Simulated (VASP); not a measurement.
Set up this calculation in VASP 6.6.1, as the native input.

```
Task                   : single point
Functional             : r2SCAN
Potentials or basis    : VASP PAW PBE potentials, release 64 (Cu)
Cutoff                 : 520 eV
k mesh                 : 24 × 24 × 24
Occupations            : gaussian, width 0.15 eV
Spin                   : no spin polarisation
Dipole correction      : no
Further INCAR settings : ALGO = Normal; EDIFF = 1e-06; NBANDS = 12
```

The system is Cu.

```
Cu
1.0
    -1.37065    1.37065    1.34168
     1.37065   -1.37065    1.34168
     1.37065    1.37065   -1.34168
Cu
1
Cartesian
  0.0000 0.0000 0.0000
```

This cell differs from its parent crystal: strain -0.050 along x and y, -0.025 along z.

One way to write it, as run:

POSCAR

```
Cu
1.0
   -1.3706536540      1.3706536540      1.3416794138
    1.3706536540     -1.3706536540      1.3416794138
    1.3706536540      1.3706536540     -1.3416794138
Cu
1
Direct
    0.0000000000      0.0000000000      0.0000000000
```

INCAR.step1

```
PREC = Accurate ; ENCUT = 520
ISMEAR = 0 ; SIGMA = 0.15
LREAL = False ; LASPH = True
NELM = 80 ; NBANDS = 12
GGA = PE ; ALGO = Normal
EDIFF = 1E-4 ; LWAVE = True
LCHARG = False
```

INCAR.step2

```
PREC = Accurate ; ENCUT = 520
EDIFF = 1E-6 ; ISMEAR = 0
SIGMA = 0.15 ; LREAL = False
LASPH = True ; NELM = 80
ALGO = Normal ; ISIF = 2
LWAVE = False ; LCHARG = False
METAGGA = R2SCAN ; LMIXTAU = True
NBANDS = 12 ; ISTART = 1
```

KPOINTS

```
regular mesh
0
Gamma
  24 24 24
```

Potentials or basis: VASP PAW PBE potentials, release 64 (Cu).

The run is started by

```console
$ cat potpaw_PBE.64/Cu/POTCAR > POTCAR
$ cp INCAR.step1 INCAR
$ mpirun -np 1 vasp_std > vasp.out
$ cp INCAR.step2 INCAR
$ mpirun -np 1 vasp_std > vasp.out
```

It gave:

```json
{
  "Pressure": "29.8 GPa"
}
```

Caveat: the cell differs from its parent crystal (strain -0.050 along x and y, -0.025 along z); the PAW data sets were made with another functional, which shifts forces and pressure a little.

Run time: 5.8 min on 1 thread of Intel Xeon 6975P-C, with other jobs on the host, peak memory 0.23 GiB.
